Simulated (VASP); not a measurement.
# Ta3H in VASP: single point with PBE

Aim: the single point of Ta3H with PBE.

Everything below comes from runs of VASP 6.6.1. Logs are shortened: lines on timing, memory, paths and dates and some standing lists are left out, and cuts for length are marked.

## Step 1: The cell of the first run

The cell holds a slab with vacuum, 4 atoms: a = 2.874 Å, b = 2.874 Å, c = 21.527 Å, α = 90.00°, β = 90.00°, γ = 109.47°.

## Step 2: Single point, PBE, collinear spin

File INCAR:

```
SYSTEM = Ta3H
PREC = Accurate
ENCUT = 400
EDIFF = 1E-6
ISMEAR = 0
SIGMA = 0.1
LREAL = .FALSE.
LASPH = .TRUE.
NELM = 200
ALGO = Normal
ISIF = 2
LWAVE = .FALSE.
LCHARG = .FALSE.
ISPIN = 2
MAGMOM = 0 0 0 1
LORBIT = 11
LMAXMIX = 4
LDIPOL = .TRUE.
IDIPOL = 3
DIPOL = 0.5 0.5 0.353
GGA = PE
NBANDS = 32
GGA_COMPAT = .FALSE.
NELMDL = -8
```

File KPOINTS:

```
Automatic mesh
0
G
  10 10 1
  0 0 0
```

File POSCAR:

```
Ta3H
1.0
    2.8743098520      0.0000000000      0.0000000000
   -0.9581032840      2.7099253168      0.0000000000
    0.0000000000      0.0000000000     21.5266897253
Ta H
3 1
Direct
    0.5000000000      0.5000000000      0.1858158431
    0.0000000000      0.0000000000      0.2909732295
    0.5000000000      0.5000000000      0.3960985100
    1.0000000000      1.0000000000      0.5387121696
```

Potentials or basis: VASP PAW PBE potentials, release 64 (Ta_sv_GW, H).

Started as:

```
$ cat potpaw_PBE.64/Ta_sv_GW/POTCAR potpaw_PBE.64/H/POTCAR > POTCAR
$ mpirun -np 1 vasp_std > vasp.out
```

OUTCAR:

```text
SYSTEM = Ta3H
   PREC = Accurate
   ENCUT = 400
   EDIFF = 1E-6
   ISMEAR = 0
   LREAL = .FALSE.
   LASPH = .TRUE.
   NELM = 200
   ISIF = 2
   ISPIN = 2
   LORBIT = 11
   GGA = PE
   NELMDL = -8

 ion  position               nearest neighbor table
   1  0.500  0.500  0.186-   2 2.81   2 2.81   2 3.26   2 3.26
   2  0.000  0.000  0.291-   3 2.81   3 2.81   1 2.81   1 2.81   3 3.26   3 3.26   1 3.26   1 3.26

   3  0.500  0.500  0.396-   2 2.81   2 2.81   2 3.26   2 3.26
   4  0.000  0.000  0.539-

  LATTYP: Found a base centered orthorhombic cell.
 ALAT       =     3.3189671336
 B/A-ratio  =     1.4142135624
 C/A-ratio  =     6.4859604988

  Lattice vectors:

 A1 = (   2.8743098520,   0.0000000000,   0.0000000000)
 A2 = (  -0.9581032840,   2.7099253168,   0.0000000000)
 A3 = (   0.0000000000,   0.0000000000,  21.5266897253)

Analysis of symmetry for initial positions (statically):
=====================================================================
 Subroutine PRICEL returns:
 Original cell was already a primitive cell.

 Routine SETGRP: Setting up the symmetry group for a
 base centered orthorhombic supercell.

 Subroutine GETGRP returns: Found  4 space group operations
 (whereof  4 operations were pure point group operations)
 out of a pool of  8 trial point group operations.

The static configuration has the point symmetry C_2v.

Analysis of symmetry for dynamics (positions and initial velocities):
=====================================================================
 Subroutine PRICEL returns:
 Original cell was already a primitive cell.

 Routine SETGRP: Setting up the symmetry group for a
 base centered orthorhombic supercell.

 Subroutine GETGRP returns: Found  4 space group operations
 (whereof  4 operations were pure point group operations)
 out of a pool of  8 trial point group operations.

The dynamic configuration has the point symmetry C_2v.

Analysis of structural, dynamic, and magnetic symmetry:
=====================================================================
 Subroutine PRICEL returns:
 Original cell was already a primitive cell.

 Routine SETGRP: Setting up the symmetry group for a
 base centered orthorhombic supercell.

 Subroutine GETGRP returns: Found  4 space group operations
 (whereof  4 operations were pure point group operations)
 out of a pool of  8 trial point group operations.

The overall configuration has the point symmetry C_2v.

 Subroutine INISYM returns: Found  4 space group operations
 (whereof  4 operations are pure point group operations),
 and found     1 'primitive' translations

----------------------------------------------------------------------------------------

                                     Primitive cell

  volume of cell :     167.6749

  direct lattice vectors                    reciprocal lattice vectors
     2.874309852  0.000000000  0.000000000     0.347909603  0.123004620  0.000000000
    -0.958103284  2.709925317  0.000000000     0.000000000  0.369013859  0.000000000
     0.000000000  0.000000000 21.526689725     0.000000000  0.000000000  0.046453961

  length of vectors
     2.874309852  2.874309852 21.526689725     0.369013859  0.369013859  0.046453961

  position of ions in fractional coordinates (direct lattice)
     0.500000000  0.500000000  0.185815843
     0.000000000  0.000000000  0.290973229
     0.500000000  0.500000000  0.396098510
     0.000000000  0.000000000  0.538712170

  ion indices of the primitive-cell ions
   primitive index   ion index
                 1           1
                 2           2
                 3           3
                 4           4

----------------------------------------------------------------------------------------

 KPOINTS: Automatic mesh

Automatic generation of k-mesh.
 Grid dimensions read from file:
 generate k-points for:   10   10    1

 Generating k-lattice:

  Cartesian coordinates                     Fractional coordinates (reciprocal lattice)
     0.034790960  0.012300462  0.000000000     0.100000000  0.000000000  0.000000000
     0.000000000  0.036901386  0.000000000     0.000000000  0.100000000  0.000000000
     0.000000000  0.000000000  0.046453961     0.000000000  0.000000000  1.000000000

  Length of vectors
     0.036901386  0.036901386  0.046453961

  Shift w.r.t. Gamma in fractional coordinates (k-lattice)
     0.000000000  0.000000000  0.000000000

 Subroutine IBZKPT returns following result:
 ===========================================

 Found     31 irreducible k-points:

 Following reciprocal coordinates:
            Coordinates               Weight
  0.000000  0.000000  0.000000      1.000000
  0.100000  0.000000  0.000000      4.000000
  0.200000  0.000000  0.000000      4.000000
  0.300000  0.000000  0.000000      4.000000
  0.400000  0.000000  0.000000      4.000000
  0.500000  0.000000  0.000000      2.000000
[... 16 lines left out ...]
  0.300000  0.300000  0.000000      2.000000
  0.400000  0.300000  0.000000      4.000000
 [... further k-points ...]
   k-points           NKPTS =     31   k-points in BZ     NKDIM =     31   number of bands    NBANDS=     32
   number of dos      NEDOS =    301   number of ions     NIONS =      4
   total plane-waves  NPLWV =  56000
   dimension x,y,z NGX =    20 NGY =   20 NGZ =  140
   dimension x,y,z NGXF=    40 NGYF=   40 NGZF=  280
   ions per type =               3   1
   NGX,Y,Z   is equivalent  to a cutoff of  11.57, 11.57, 10.81 a.u.
   NGXF,Y,Z  is equivalent  to a cutoff of  23.14, 23.14, 21.62 a.u.
 SYSTEM =  Ta3H
   PREC   = accura    normal or accurate (medium, high low for compatibility)
   ISTART =      0    job   : 0-new  1-cont  2-samecut
   ICHARG =      2    charge: 1-file 2-atom 10-const
   ISPIN  =      2    spin polarized calculation?
   LNONCOLLINEAR =      F non collinear calculations
   LSORBIT =      F    spin-orbit coupling
   LASPH  =      T    aspherical Exc in radial PAW
   ENCUT  =  400.0 eV  29.40 Ry    5.42 a.u.   4.69  4.69 35.10*2*pi/ulx,y,z
   NELM   =    200;   NELMIN=  2; NELMDL= -8     # of ELM steps
   EDIFF  = 0.1E-05   stopping-criterion for ELM
   LREAL  =      F    real-space projection
   EDIFFG = 0.1E-04   stopping-criterion for IOM
   NSW    =      0    number of steps for IOM
   IBRION =     -1    ionic relax: 0-MD 1-quasi-New 2-CG
   NFREE  =      0    steps in history (QN), initial steepest desc. (CG)
   ISIF   =      2    stress and relaxation
   ISYM   =      2    0-nonsym 1-usesym 2-fastsym
   POTIM  = 0.5000    time-step for ionic-motion
   TEBEG  =    0.0;   TEEND  =   0.0 temperature during run
   PSTRESS=    0.0 pullay stress
   NELECT =      40.0000    total number of electrons
   NUPDOWN=      -1.0000    fix difference up-down
   EMIN   =  10.00;   EMAX   =-10.00  energy-range for DOS
   EFERMI =   0.00;   METHOD = LEGACY
   ISMEAR =     0;   SIGMA  =   0.10  broadening in eV -4-tet -1-fermi 0-gaus
   EFERMI_NEDOS =   21; number of points for ismear=-14 and -15
   IALGO  =     38    algorithm
   IMIX   =      4    mixing-type and parameters
     AMIX     =   0.40;   BMIX     =  1.00
     AMIX_MAG =   1.60;   BMIX_MAG =  1.00
  volume/ion in A,a.u.               =      41.92       282.88
  Fermi-wavevector in a.u.,A,eV,Ry     =   1.015326  1.918688 14.026063  1.030887
  Thomas-Fermi vector in A             =   2.148605
   LORBIT       =     11    0 simple, 1 ext, 2 COOP (PROOUT), +10 PAW based schemes
   GGA     = PE    functional components
   LHFCALC =     F    Hartree Fock is set to
   AEXX    =    0.0000 exact exchange contribution
   IVDW    =     0    specifies the selected vdW correction
   LEPSILON=     F    determine dielectric tensor
   LRPA    =     F    only Hartree local field effects (RPA)
 spin polarized calculation
 Gauss-broadening in eV      SIGMA  =   0.10
  energy-cutoff  :      400.00
  volume of cell :      167.67
 maximum number of plane-waves:      3079
   NGX =  9   NGY =  9   NGZ = 71

 dipolmoment           0.000000      0.000000     -0.009292 electrons x Angstroem

 number of electron      39.9999989 magnetization       0.4289798

 dipolmoment           0.000000      0.000000      0.038441 electrons x Angstroem

 Free energy of the ion-electron system (eV)
  ---------------------------------------------------
  ext. energy  EPLUGINS =         0.00000000
  ---------------------------------------------------
  free energy    TOTEN  =       -41.91572845 eV

  energy without entropy =      -41.89559376  energy(sigma->0) =      -41.90566111

 E-fermi :   0.2188     XC(G=0):  -5.5960

 val. band max:        0.2148315233   @ k =   0.3000   0.2000   0.0000
 cond. band min:       0.2201178377   @ k =  -0.4000   0.1000   0.0000
 fundamental gap:      0.0052863144
 Fermi energy:         0.2187663799

 spin component 1

 k-point     1 :       0.0000    0.0000    0.0000
  band No.  band energies     occupation
      1     -67.5086      1.00000
      2     -67.3528      1.00000
      3     -67.0235      1.00000
      4     -34.3598      1.00000
      5     -34.0448      1.00000
      6     -33.6459      1.00000
[... 24 lines left out ...]
     31       4.5727      0.00000
     32       4.8158      0.00000

 k-point     2 :       0.1000    0.0000    0.0000
  band No.  band energies     occupation
      1     -67.5034      1.00000
      2     -67.3475      1.00000
      3     -67.0190      1.00000
      4     -34.3376      1.00000
      5     -34.0497      1.00000
      6     -33.6897      1.00000
[... 24 lines left out ...]
     31       4.7315      0.00000
     32       5.0851      0.00000
[... 733 lines left out ...]
     31       7.7749      0.00000
     32       8.4457      0.00000

 k-point    24 :       0.4000    0.3000    0.0000
  band No.  band energies     occupation
      1     -67.4296      1.00000
      2     -67.2725      1.00000
      3     -66.9506      1.00000
      4     -34.2362      1.00000
      5     -34.1507      1.00000
      6     -34.1285      1.00000
[... 24 lines left out ...]
     31       8.3547      0.00000
     32       8.9240      0.00000

 [... further k-points ...]

 spin component 2

 k-point     1 :       0.0000    0.0000    0.0000
  band No.  band energies     occupation
      1     -67.5534      1.00000
      2     -67.3676      1.00000
      3     -67.0223      1.00000
      4     -34.4023      1.00000
      5     -34.0796      1.00000
      6     -33.7021      1.00000
[... 24 lines left out ...]
     31       4.5382      0.00000
     32       4.8635      0.00000

 k-point     2 :       0.1000    0.0000    0.0000
  band No.  band energies     occupation
      1     -67.5482      1.00000
      2     -67.3623      1.00000
      3     -67.0177      1.00000
      4     -34.3810      1.00000
      5     -34.0831      1.00000
      6     -33.7470      1.00000
[... 24 lines left out ...]
     31       4.7208      0.00000
     32       5.1205      0.00000
[... 733 lines left out ...]
     31       7.7802      0.00000
     32       8.6034      0.00000

 k-point    24 :       0.4000    0.3000    0.0000
  band No.  band energies     occupation
      1     -67.4743      1.00000
      2     -67.2873      1.00000
      3     -66.9489      1.00000
      4     -34.2913      1.00000
      5     -34.1937      1.00000
      6     -34.1539      1.00000
[... 24 lines left out ...]
     31       8.5537      0.00000
     32       9.1334      0.00000

 [... further k-points ...]

------------------------ aborting loop because EDIFF is reached ----------------------------------------

 vacuum level on the upper side and lower side of the slab       (xc-potential included)         0.328        -0.569

  FORCE on cell =-STRESS in cart. coord.  units (eV):
  Direction    XX          YY          ZZ          XY          YZ          ZX
  --------------------------------------------------------------------------------------
  -------------------------------------------------------------------------------------
  Total       -3.4438700     -3.3791317     -2.1859691      0.0915538      0.0000000      0.0000000
  in kB      -32.9070670    -32.2884760    -20.8874996      0.8748199      0.0000000      0.0000000
  external PRESSURE =     -28.6943475 kB  Pullay stress =       0.0000000 kB

 VOLUME and BASIS-vectors are now :
 -----------------------------------------------------------------------------
  energy-cutoff  :      400.00
  volume of cell :      167.67
      direct lattice vectors                 reciprocal lattice vectors
     2.874309852  0.000000000  0.000000000     0.347909603  0.123004620  0.000000000
    -0.958103284  2.709925317  0.000000000     0.000000000  0.369013859  0.000000000
     0.000000000  0.000000000 21.526689725     0.000000000  0.000000000  0.046453961

 POSITION                                       TOTAL-FORCE (eV/Angst)
 -----------------------------------------------------------------------------------
      0.95810      1.35496      4.00000         0.000000      0.000000      0.017797
      0.00000      0.00000      6.26369        -0.000000      0.000000     -0.146735
      0.95810      1.35496      8.52669        -0.000000      0.000000      0.758064
      0.00000      0.00000     11.59669        -0.000000      0.000000     -0.629126
 -----------------------------------------------------------------------------------
    total drift:                               -0.000000     -0.000000     -0.000746

  FREE ENERGIE OF THE ION-ELECTRON SYSTEM (eV)
  ---------------------------------------------------
  free  energy   TOTEN  =       -41.9157284521 eV

  energy  without entropy=      -41.8955937617  energy(sigma->0) =      -41.90566111

 vacuum level on the upper side and lower side of the slab         5.625         4.701

 total charge

# of ion       s       p       d       f       tot
--------------------------------------------------
    1        3.708   5.983   2.344   0.021  12.056
    2        3.671   6.018   2.354   0.032  12.074
    3        3.689   5.985   2.330   0.021  12.026
    4        0.375   0.001   0.000   0.000   0.376
--------------------------------------------------
tot         11.443  17.987   7.028   0.075  36.533

 magnetization (x)

# of ion       s       p       d       f       tot
--------------------------------------------------
    1       -0.001  -0.002  -0.030  -0.000  -0.033
    2       -0.001  -0.001   0.006  -0.000   0.004
    3       -0.015  -0.009  -0.084  -0.000  -0.107
    4        0.306   0.000   0.000   0.000   0.306
--------------------------------------------------
tot          0.289  -0.011  -0.108  -0.001   0.169
```

It took 9.8 min on 1 thread of Intel Xeon Platinum 8488C (Sapphire Rapids), shared host; peak memory 0.38 GiB.

Results:

```yaml
Free_energy: -41.9157 eV
Largest_force: 0.758 eV/Å
Net_moment: 0.43 μB per cell
Site_moments: Ta -0.03, +0.00, -0.11; H +0.31 μB
Valence_electrons_inside_the_program's_atomic_spheres: Ta 12.06, 12.07, 12.03; H 0.38
```

Forces on the atoms (eV/Å):
```
Ta   0.000  0.000  0.018
Ta   0.000  0.000 -0.147
Ta   0.000  0.000  0.758
H    0.000  0.000 -0.629
```

Caveat: a moment this small can come from the mesh or the smearing; spin-orbit coupling is left out, which moves the levels of the heavy elements.
